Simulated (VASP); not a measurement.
# TiTe2: single point with PBEsol

The system is TiTe2.

```xyz
3
Lattice="3.5802 0.0000 0.0000 -1.7901 3.1006 0.0000 0.0000 0.0000 6.1554" Properties=species:S:1:pos:R:3 pbc="T T T"
Ti    0.0000    0.0000    0.0000
Te    0.0000    2.0670    1.7314
Te    1.7901    1.0335    4.4241
```

| Item | Value |
| --- | --- |
| Program | VASP 6.6.1 |
| Task | single point |
| Functional | PBEsol |
| Potentials or basis | VASP PAW PBE potentials, release 64 (Ti_sv, Te) |
| Cutoff | 520 eV |
| k mesh | 12 × 12 × 8 |
| Occupations | gaussian, width 0.03 eV |
| Spin | no spin polarisation |

```json
{
  "Pressure": "6.1 GPa",
  "Largest force": "0.019 eV/Å",
  "Band gap on the k mesh": "zero (bands 12 and 13 overlap by 0.89 eV)"
}
```

Forces in eV/Å, atoms in the order of the input:
```
Ti   0.000  0.000  0.000
Te   0.000  0.000  0.019
Te   0.000  0.000 -0.019
```

Levels at points of the mesh, in eV from the Fermi level:
```tsv
k point	band 8	band 9	band 10	band 11	band 12	band 13	band 14	band 15	band 16	band 17
(0.00, 0.00, 0.00)	-1.57	-1.57	0.11	0.53	0.53	1.14	1.64	1.64	3.25	3.25
(0.50, 0.00, 0.00)	-4.35	-3.23	-2.73	-1.70	-1.31	-0.12	1.53	1.89	2.59	3.97
(0.00, 0.00, 0.50)	-3.35	-1.42	-1.42	0.51	0.51	0.98	0.98	1.32	4.10	4.10
(0.50, 0.00, 0.50)	-5.61	-2.84	-2.26	-0.76	-0.59	-0.23	1.53	1.93	2.63	3.79
```

It took 3.8 min on 1 thread of Intel Xeon 8259CL, on a shared host, peak memory 0.31 GiB.

Caveat: the cell stands under pressure; the PAW data sets were made with another functional, which shifts forces and pressure a little; spin-orbit coupling is left out, which moves the levels of the heavy elements.
